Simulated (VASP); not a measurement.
MgZn4O, 12 atoms in the cell. The structure is tetragonal, space group P4/nmm (No. 129). Conventional cell: a = 2.910 Å, b = 2.910 Å, c = 19.706 Å, α = 90.00°, β = 90.00°, γ = 90.00°. Within 2.7 Å of Mg (site symmetry 4mm) lie 5 O at 2.06 to 2.21 Å. Zn (site symmetry 4mm) has 12 Zn at 2.66 to 2.91 Å within 3.5 Å. Zn (site symmetry 4mm) has 13 Zn at 2.72 to 3.46 Å within 3.6 Å. Within 3.6 Å of Zn (site symmetry 4mm) lie 12 Zn at 2.75 to 2.91 Å. Within 3.3 Å of Zn (site symmetry 4mm) lie 1 O at 2.54 Å and 8 Zn at 2.66 to 2.91 Å and 4 Mg at 3.24 Å. O (site symmetry 4mm) has 5 Mg at 2.06 to 2.21 Å and 1 Zn at 2.54 Å within 2.7 Å. 

| Item | Value |
| --- | --- |
| Program | VASP 6.6.1 |
| Task | single point |
| Functional | PBE |
| Potentials or basis | VASP PAW PBE potentials, release 64 (Mg, Zn, O) |
| Cutoff | 520 eV |
| k mesh | 5 × 5 × 1 |
| Occupations | gaussian, width 0.2 eV |
| Spin | no spin polarisation |
| Dipole correction | no |
| Further INCAR settings | ALGO = Normal; EDIFF = 1e-07; NBANDS = 68 |

Potentials or basis: VASP PAW PBE potentials, release 64 (Mg, Zn, O).

Command:

```bash
$ cat potpaw_PBE.64/Mg/POTCAR potpaw_PBE.64/Zn/POTCAR potpaw_PBE.64/O/POTCAR > POTCAR
$ mpirun -np 1 vasp_std > vasp.out
```

Hardware: 1 thread of AMD EPYC 9R45 (Zen 5), on a shared host.

Task: Estimate the wall time of this run.

Result: It took 2.4 min on 1 thread of AMD EPYC 9R45 (Zen 5), with other jobs on the host, peak memory 0.27 GiB. Counts: scf iterations 21, k points 6.
